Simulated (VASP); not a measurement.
# Cd (Fm-3m) in VASP: further runs, part 3 of 3

VASP 6.6.1.

## Step 5: Single point, LDA

This run uses another cell than the first one, of 19.97 Å³/atom.

The input, INCAR:

```
SYSTEM = Cd
PREC = Accurate
ENCUT = 520
EDIFF = 1E-6
ISMEAR = -1
SIGMA = 0.08
LREAL = .FALSE.
LASPH = .TRUE.
NELM = 60
ALGO = Normal
ISIF = 2
LWAVE = .FALSE.
LCHARG = .FALSE.
GGA = CA
NBANDS = 12
```

The input, KPOINTS:

```
Automatic mesh
0
G
  16 16 16
  0 0 0
```

The input, POSCAR:

```
Cd
1.0
    0.0000000000      2.1531994211      2.1531994211
    2.1531994211      0.0000000000      2.1531994211
    2.1531994211      2.1531994211      0.0000000000
Cd
1
Direct
    0.0000000000      0.0000000000      0.0000000000
```

Potentials or basis: VASP PAW LDA potentials, release 64 (Cd).

The run is started by

```bash
> cat potpaw_LDA.64/Cd/POTCAR > POTCAR
> mpirun -np 1 vasp_std > vasp.out
```

OUTCAR:

```text
SYSTEM = Cd
   PREC = Accurate
   ENCUT = 520
   EDIFF = 1E-6
   ISMEAR = -1
   LREAL = .FALSE.
   LASPH = .TRUE.
   NELM = 60
   ISIF = 2
   GGA = CA

 ion  position               nearest neighbor table
   1  0.000  0.000  0.000-

  LATTYP: Found a face centered cubic cell.
 ALAT       =     4.3063988422

  Lattice vectors:

 A1 = (   0.0000000000,   2.1531994211,   2.1531994211)
 A2 = (   2.1531994211,   0.0000000000,   2.1531994211)
 A3 = (   2.1531994211,   2.1531994211,   0.0000000000)

Analysis of symmetry for initial positions (statically):
=====================================================================
 Subroutine PRICEL returns:
 Original cell was already a primitive cell.

 Routine SETGRP: Setting up the symmetry group for a
 face centered cubic supercell.

 Subroutine GETGRP returns: Found 48 space group operations
 (whereof 48 operations were pure point group operations)
 out of a pool of 48 trial point group operations.

The static configuration has the point symmetry O_h .

Analysis of symmetry for dynamics (positions and initial velocities):
=====================================================================
 Subroutine PRICEL returns:
 Original cell was already a primitive cell.

 Routine SETGRP: Setting up the symmetry group for a
 face centered cubic supercell.

 Subroutine GETGRP returns: Found 48 space group operations
 (whereof 48 operations were pure point group operations)
 out of a pool of 48 trial point group operations.

The dynamic configuration has the point symmetry O_h .

 Subroutine INISYM returns: Found 48 space group operations
 (whereof 48 operations are pure point group operations),
 and found     1 'primitive' translations

----------------------------------------------------------------------------------------

                                     Primitive cell

[... 112 lines left out ...]
   LORBIT       =      0    0 simple, 1 ext, 2 COOP (PROOUT), +10 PAW based schemes
   GGA     = CA    functional components
   LHFCALC =     F    Hartree Fock is set to
   AEXX    =    0.0000 exact exchange contribution
   IVDW    =     0    specifies the selected vdW correction
   LEPSILON=     F    determine dielectric tensor
   LRPA    =     F    only Hartree local field effects (RPA)
 non-spin polarized calculation
  energy-cutoff  :      520.00
  volume of cell :       19.97
 maximum number of plane-waves:       548
   NGX = 11   NGY = 11   NGZ = 11

 number of electron      11.9999994 magnetization

 Free energy of the ion-electron system (eV)
  ---------------------------------------------------
  ext. energy  EPLUGINS =         0.00000000
  ---------------------------------------------------
  free energy    TOTEN  =        -1.50310940 eV

  energy without entropy =       -1.49342104  energy(sigma->0) =       -1.49826522

 E-fermi :   3.2895     XC(G=0): -11.8047

 val. band max:        3.2368604604   @ k =  -0.3750   0.2500   0.0625
 cond. band min:       3.3127836753   @ k =  -0.3750   0.3125   0.0625
 fundamental gap:      0.0759232149
 Fermi energy:         3.2894693193

 k-point     1 :       0.0000    0.0000    0.0000
  band No.  band energies     occupation
      1      -6.2359      2.00000
      2      -6.0670      2.00000
      3      -6.0670      2.00000
      4      -6.0670      2.00000
      5      -5.5076      2.00000
      6      -5.5076      2.00000
      7      17.5627      0.00000
      8      19.0293      0.00000
      9      19.0293      0.00000
     10      19.0293      0.00000
     11      22.6867      0.00000
     12      22.6867      0.00000
[... 331 lines left out ...]
 k-point    24 :      -0.0625    0.0625    0.0000
  band No.  band energies     occupation
      1      -6.1026      2.00000
      2      -6.0788      2.00000
      3      -6.0206      2.00000
      4      -5.8854      2.00000
      5      -5.5449      2.00000
      6      -5.4848      2.00000
      7      16.4322      0.00000
      8      16.7444      0.00000
      9      18.5442      0.00000
     10      19.4470      0.00000
     11      22.4306      0.00000
     12      22.7797      0.00000

 [... further k-points ...]

------------------------ aborting loop because EDIFF is reached ----------------------------------------

  FORCE on cell =-STRESS in cart. coord.  units (eV):
  Direction    XX          YY          ZZ          XY          YZ          ZX
  --------------------------------------------------------------------------------------
  -------------------------------------------------------------------------------------
  Total        0.0755722      0.0755722      0.0755722     -0.0000000     -0.0000000      0.0000000
  in kB        6.0644307      6.0644307      6.0644307     -0.0000000     -0.0000000      0.0000000
  external PRESSURE =       6.0644307 kB  Pullay stress =       0.0000000 kB

 VOLUME and BASIS-vectors are now :
 -----------------------------------------------------------------------------
  energy-cutoff  :      520.00
  volume of cell :       19.97
      direct lattice vectors                 reciprocal lattice vectors
     0.000000000  2.153199421  2.153199421    -0.232212583  0.232212583  0.232212583
     2.153199421  0.000000000  2.153199421     0.232212583 -0.232212583  0.232212583
     2.153199421  2.153199421  0.000000000     0.232212583  0.232212583 -0.232212583

 POSITION                                       TOTAL-FORCE (eV/Angst)
 -----------------------------------------------------------------------------------
      0.00000      0.00000      0.00000         0.000000      0.000000      0.000000
 -----------------------------------------------------------------------------------
    total drift:                               -0.000000      0.000000      0.000000

  FREE ENERGIE OF THE ION-ELECTRON SYSTEM (eV)
  ---------------------------------------------------
  free  energy   TOTEN  =        -1.5031094004 eV

  energy  without entropy=       -1.4934210399  energy(sigma->0) =       -1.49826522
```

OSZICAR:

```text
N       E                     dE             d eps       ncg     rms          rms(c)
DAV:   1     0.708320433992E+02    0.70832E+02   -0.70098E+03  3744   0.101E+03
DAV:   2    -0.320220144559E+00   -0.71152E+02   -0.67464E+02  3756   0.240E+02
DAV:   3    -0.158346695175E+01   -0.12632E+01   -0.12626E+01  4152   0.361E+01
DAV:   4    -0.158509287438E+01   -0.16259E-02   -0.16259E-02  3888   0.130E+00
DAV:   5    -0.158509669760E+01   -0.38232E-05   -0.38228E-05  4216   0.623E-02    0.396E+00
DAV:   6    -0.151228670647E+01    0.72810E-01   -0.17531E-01  4068   0.552E+00    0.303E+00
DAV:   7    -0.150449442744E+01    0.77923E-02   -0.12892E-02  4084   0.115E+00    0.145E+00
DAV:   8    -0.150310236642E+01    0.13921E-02   -0.15673E-03  3708   0.562E-01    0.534E-02
DAV:   9    -0.150310810410E+01   -0.57377E-05   -0.33051E-06  4276   0.149E-02    0.145E-02
DAV:  10    -0.150310940466E+01   -0.13006E-05   -0.13305E-06  2292   0.149E-02    0.845E-04
DAV:  11    -0.150310940038E+01    0.42755E-08   -0.19554E-08  1980   0.156E-03
   1 F= -.15031094E+01 E0= -.14982652E+01  d E =-.968836E-02
```

Wall time 13 s (1 thread of AMD EPYC 9R45 (Zen 5), shared host); peak memory 0.12 GiB.

Results:

```yaml
Free_energy: -1.5031 eV
Pressure: 0.6 GPa
Band_gap_on_the_k_mesh: zero (bands 6 and 7 overlap by 3.34 eV)
```

Levels at points of the mesh, in eV from the Fermi level:
| k point | band 2 | band 3 | band 4 | band 5 | band 6 | band 7 | band 8 | band 9 | band 10 | band 11 |
| --- | --- | --- | --- | --- | --- | --- | --- | --- | --- | --- |
| (0.00, 0.00, 0.00) | -9.36 | -9.36 | -9.36 | -8.80 | -8.80 | 14.27 | 15.74 | 15.74 | 15.74 | 19.40 |
| (0.50, 0.00, 0.00) | -9.35 | -9.35 | -8.34 | -8.34 | -2.70 | -1.22 | 13.23 | 13.23 | 13.36 | 17.34 |
| (0.50, 0.50, 0.00) | -10.08 | -8.37 | -8.23 | -8.23 | -1.08 | 1.68 | 7.02 | 7.02 | 11.79 | 11.95 |

## Step 6: Relaxation of cell and atoms, LDA, target pressure 35 GPa, at which the enthalpy is minimised

The input, INCAR:

```
SYSTEM = Cd
PREC     = Accurate       ! precision mode
ENCUT    = 600            ! plane-wave cutoff, eV
EDIFF    = 1E-6           ! SCF threshold, eV
ISMEAR   = -1             ! smearing method
SIGMA    = 0.08           ! smearing width, eV
LREAL    = .FALSE.        ! projectors in reciprocal space
LASPH    = .TRUE.         ! aspherical terms in the spheres
NELM     = 80             ! most SCF steps
ALGO     = Normal         ! electronic algorithm
ISIF     = 3              ! what is computed and relaxed
LWAVE    = .FALSE.        ! write WAVECAR
LCHARG   = .FALSE.        ! write CHGCAR
IBRION   = 2              ! ionic algorithm
NSW      = 60             ! ionic steps
EDIFFG   = -0.005         ! ionic threshold
PSTRESS  = 350.0
```

The input, KPOINTS:

```
Automatic mesh
0
G
  17 17 17
  0 0 0
```

The input, POSCAR:

```
Cd
1.0
    0.0000000000      1.9795110359      1.9795110359
    1.9795110359      0.0000000000      1.9795110359
    1.9795110359      1.9795110359      0.0000000000
Cd
1
Direct
    0.0000000000      0.0000000000      0.0000000000
```

Potentials or basis: VASP PAW LDA potentials, release 64 (Cd).

The run is started by

```bash
> cat potpaw_LDA.64/Cd/POTCAR > POTCAR
> mpirun -np 1 vasp_std > vasp.out
```

It took 28 s on 1 thread of AMD EPYC 9R45 (Zen 5), shared host; peak memory 0.13 GiB.

Results (log left out):

| Quantity | Value |
| --- | --- |
| Free energy | -1.1349 eV |
| Relaxed volume | 15.68 Å³/atom |
| Relaxed cell | a = 2.809 Å, b = 2.809 Å, c = 2.809 Å, α = 60.00°, β = 60.00°, γ = 60.00° |
| Space group after relaxing (to 0.1 Å) | Fm-3m (No. 225) |
| Energy change on relaxing (the run minimises the enthalpy) | -36.8 meV/atom |
| Ionic steps | 3 |
| Pressure after relaxing | 35.0 GPa |
| Band gap on the k mesh | zero (bands 6 and 7 overlap by 1.94 eV) |

Step by step:
```
step  energy change (eV)  largest force (eV/Å)  pressure (GPa)  volume (Å³)
   1              0.0000                0.0000           37.51        15.51
   2             -0.1150                0.0000           29.44        16.07
   3             -0.0368                0.0000           34.99        15.68
```

Final structure:
```
CELL_PARAMETERS angstrom
0.00000 1.98641 1.98641
1.98641 0.00000 1.98641
1.98641 1.98641 0.00000
ATOMIC_POSITIONS crystal
Cd 0.00000 0.00000 0.00000
```

Levels at points of the mesh, in eV from the Fermi level:
```
           k point  band 3  band 4  band 5  band 6  band 7  band 8  band 9  band 10
(0.00, 0.00, 0.00)  -10.58  -10.58   -9.66   -9.66   14.74   17.87   17.87    17.87
```

Caveat: the cell is relaxed towards a set pressure, so the run minimises the enthalpy, not the energy.

## Step 7: Summary

| task | cell | k mesh | cutoff (eV) | gap on the mesh (eV) | pressure (GPa) |
| --- | --- | --- | --- | --- | --- |
| single point | a = 2.799 Å, angles 60.0°, 1 atom | 17 × 17 × 17 | 520 | none | 37.7 |
| single point | a = 2.801 Å, angles 60.0°, 1 atom | 17 × 17 × 17 | 520 | none | 37.2 |
| single point | a = 2.802 Å, angles 60.0°, 1 atom | 17 × 17 × 17 | 520 | none | 37.1 |
| single point | a = 3.045 Å, angles 60.0°, 1 atom | 16 × 16 × 16 | 520 | none | 0.6 |
| relaxation of cell and atoms | relaxed to 35 GPa from a = 2.799 Å, angles 60.0°, 1 atom | 17 × 17 × 17 | 600 | none | 35.0 |

Alike in all rows: level LDA; potentials or basis VASP PAW LDA potentials, release 64 (Cd); no spin polarisation; smearing fermi-dirac 0.08 eV.

Caveats: the cell stands under pressure (at least some runs); the cell is relaxed towards a set pressure, so the run minimises the enthalpy, not the energy (at least some runs).

Total energies depend on the potentials used, so only differences within one code and one set of settings carry meaning.
